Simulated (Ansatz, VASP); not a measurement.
# Two plane-wave programs on LiF

```
CELL_PARAMETERS angstrom
2.50769 0.00000 0.00000
0.00000 2.50769 0.00000
0.00000 0.00000 2.50769
ATOMIC_POSITIONS crystal
Li 0.00000 0.00000 0.00000
F 0.50000 0.50000 0.50000
```

Alike in both runs: task single point; functional PBE; k mesh 8 × 8 × 8; no spin polarisation.

|  | VASP | Ansatz |
| --- | --- | --- |
| version | VASP 6.6.1 | Ansatz 0.2.0 |
| potentials or method | VASP PAW PBE potentials, release 64 (Li_sv, F) | plane waves, PAW |
| plane-wave cutoff (eV) | 520 | 420 |
| occupations | gaussian, width 0.01 eV | fixed |
| valence electrons in the cell | 10 | 10 |

VASP gave:

- gap on the k mesh at the Fermi level (eV): 8.04

Q: Which values does Ansatz return?

A: gap on the k mesh at the Fermi level (eV): 8.02.

Noted on VASP's run: the cutoff is short for stress, so the pressure is rough.
